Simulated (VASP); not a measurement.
A run of VASP 6.6.1:

The input POSCAR:

```
SiC
1.0
    0.0000000000      2.1790000000      2.1790000000
    2.1790000000      0.0000000000      2.1790000000
    2.1790000000      2.1790000000      0.0000000000
Si C
1 1
Direct
    0.0000000000      0.0000000000      0.0000000000
    0.2500000000      0.2500000000      0.2500000000
```

INCAR.step1

```
PREC     = Accurate       # precision mode
ENCUT    = 520            # plane-wave cutoff, eV
ISMEAR   = 0              # smearing method
SIGMA    = 0.02           # smearing width, eV
LREAL    = False          # projectors in reciprocal space
LASPH    = True           # aspherical terms in the spheres
NELM     = 80             # most SCF steps
NBANDS   = 11             # bands
GGA      = PE             # functional
ALGO     = Normal         # electronic algorithm
EDIFF    = 1E-4           # SCF threshold, eV
LWAVE    = True           # write WAVECAR
LCHARG   = False          # write CHGCAR
```

The input INCAR.step2:

```
PREC     = Accurate       # precision mode
ENCUT    = 520            # plane-wave cutoff, eV
EDIFF    = 1E-7           # SCF threshold, eV
ISMEAR   = 0              # smearing method
SIGMA    = 0.02           # smearing width, eV
LREAL    = False          # projectors in reciprocal space
LASPH    = True           # aspherical terms in the spheres
NELM     = 80             # most SCF steps
ALGO     = Normal         # electronic algorithm
ISIF     = 2              # what is computed and relaxed
LWAVE    = False          # write WAVECAR
LCHARG   = True           # write CHGCAR
METAGGA  = R2SCAN         # meta-GGA
LMIXTAU  = True         
LELF     = True           # ELF
LVHAR    = True         
NBANDS   = 11             # bands
ISTART   = 1
```

File KPOINTS:

```
Automatic mesh
0
Gamma
  10 10 10
```

Potentials or basis: VASP PAW PBE potentials, release 64 (Si, C).

Command:

```bash
$ cat potpaw_PBE.64/Si/POTCAR potpaw_PBE.64/C/POTCAR > POTCAR
$ cp INCAR.step1 INCAR
$ mpirun -np 1 vasp_std > vasp.out
$ cp INCAR.step2 INCAR
$ mpirun -np 1 vasp_std > vasp.out
```

Hardware: 1 thread of AMD EPYC 9R45 96-Core Processor (Zen 5), on a shared host.

**Question.** Estimate the wall time of this run.

**Answer.** Run time: 31 s on 1 thread of AMD EPYC 9R45 96-Core Processor (Zen 5), with other jobs on the host, peak memory 0.11 GiB. Counts: k points 47.
